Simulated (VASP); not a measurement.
A run of VASP 6.6.1 is set up as follows.

Contents of INCAR:

```
SYSTEM = CuO
PREC     = Accurate       ! precision mode
ENCUT    = 520            ! plane-wave cutoff, eV
EDIFF    = 1E-6           ! SCF threshold, eV
ISMEAR   = -1             ! smearing method
SIGMA    = 0.05           ! smearing width, eV
LREAL    = .FALSE.        ! projectors in reciprocal space
LASPH    = .TRUE.         ! aspherical terms in the spheres
NELM     = 100            ! most SCF steps
ALGO     = Normal         ! electronic algorithm
ISIF     = 2              ! what is computed and relaxed
LWAVE    = .FALSE.        ! write WAVECAR
LCHARG   = .TRUE.         ! write CHGCAR
GGA      = RE             ! functional
IVDW     = 12             ! dispersion correction
LELF     = .TRUE.         ! ELF
LVHAR    = .TRUE.       
NBANDS   = 25             ! bands
```

The input KPOINTS:

```
Automatic mesh
0
G
  10 10 5
  0 0 0
```

Contents of POSCAR:

```
CuO
1.0
    2.3261324123     -1.6998144190      0.0000000000
    2.3261324123      1.6998144190      0.0000000000
   -0.8443223728      0.0000000000      5.0239229397
Cu O
2 2
Direct
    0.5000000000      0.0000000000      0.5000000000
    0.0000000000      0.5000000000      0.0000000000
    0.4184000000      0.5816000000      0.7500000000
    0.5816000000      0.4184000000      0.2500000000
```

Potentials or basis: VASP PAW PBE potentials, release 64 (Cu, O).

Command:

```sh
$ cat potpaw_PBE.64/Cu/POTCAR potpaw_PBE.64/O/POTCAR > POTCAR
$ mpirun -np 1 vasp_std > vasp.out
```

Predict the band gap on the k mesh.

zero (bands 17 and 18 overlap by 0.60 eV).

Predict the dispersion energy per atom.

-0.567 eV.

Estimate the largest force.

0.103 eV/Å.

Estimate the pressure.

5.4 GPa.

Forces in eV/Å, atoms in the order of the input:
```
Cu   0.000  0.000  0.000
Cu   0.000  0.000  0.000
O    0.000 -0.103  0.000
O    0.000  0.103  0.000
```

Caveat: the cell stands under pressure; the PAW data sets were made with another functional, which shifts forces and pressure a little; semilocal functionals often make such compounds metallic where correlation or magnetic order opens a gap, which also shifts bond lengths. With open d or f shells a metallic result of revPBE can be an artefact of self-interaction; +U or a hybrid may open a gap.
